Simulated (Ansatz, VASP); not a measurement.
## One calculation of Br, two programs

Contents of INCAR:

```
ALGO = Normal
EDIFF = 1E-6
ENCUT = 520
GGA = PE
ISIF = 2
ISMEAR = 0
ISPIN = 2
LASPH = True
LCHARG = True
LELF = True
LORBIT = 11
LREAL = False
LVHAR = True
LWAVE = False
MAGMOM = 1 1 1
NBANDS = 22
NELM = 150
PREC = Accurate
SIGMA = 0.1
```

Contents of KPOINTS:

```
k-points
0
Gamma
  10 10 10
```

The input POSCAR:

```
Br
1.0
    4.5365837190      0.0000000000      0.0000000000
    0.0000000000      4.5365837190      0.0000000000
    0.0000000000      0.0000000000      4.5365837190
Br
3
Direct
    0.5000000000      0.0000000000      0.0000000000
    0.0000000000      0.5000000000      0.0000000000
    0.0000000000      0.0000000000      0.5000000000
```

Input for Ansatz:

```yaml
crystal:
  lattice:
    - [4.536583719, 0.0, 0.0]
    - [0.0, 4.536583719, 0.0]
    - [0.0, 0.0, 4.536583719]
  atoms:
    - { symbol: Br, position: [0.5, 0.0, 0.0], spin: 1.0 }
    - { symbol: Br, position: [0.0, 0.5, 0.0], spin: 1.0 }
    - { symbol: Br, position: [0.0, 0.0, 0.5], spin: 1.0 }
basis:
  ecutwfc: 420
kpoints:
  mp_grid: { grid: [10, 10, 10] }
hamiltonian:
  xc: pbe
scf:
  occupations: { method: gaussian, width: 0.1 }
output:
  forces: true
  stress: true
  eigenvalues: true
  populations: true
magnetization:
  spin_polarized: true
```

Alike in both runs: task single point; functional PBE; k mesh 10 × 10 × 10; occupations gaussian, width 0.1 eV; collinear spin.

|  | VASP | Ansatz |
| --- | --- | --- |
| version | VASP 6.6.1 | Ansatz 0.2.0 |
| potentials or method | VASP PAW PBE potentials, release 64 (Br), cutoff 520 eV | scalar-relativistic, plane waves, PAW |
| valence electrons in the cell | 21 | 21 |

|  | VASP | Ansatz | Ansatz less VASP |
| --- | --- | --- | --- |
| gap on the k mesh at the Fermi level (eV) | none | none | - |
| pressure (GPa) | 0.4 | 0.3 | -0.07 |
| net moment per atom (μB) | 0.22 | 0.14 | -0.082 |
| size of the moment on the site where the two differ most (μB) | 0.18 | 0.13 | -0.048 |

Site moments also hang on the region over which each program counts them. A gap of «none» marks a metal or a gap that the smearing closes. With one functional, cell and mesh, what is left measures potentials, basis and numerics.
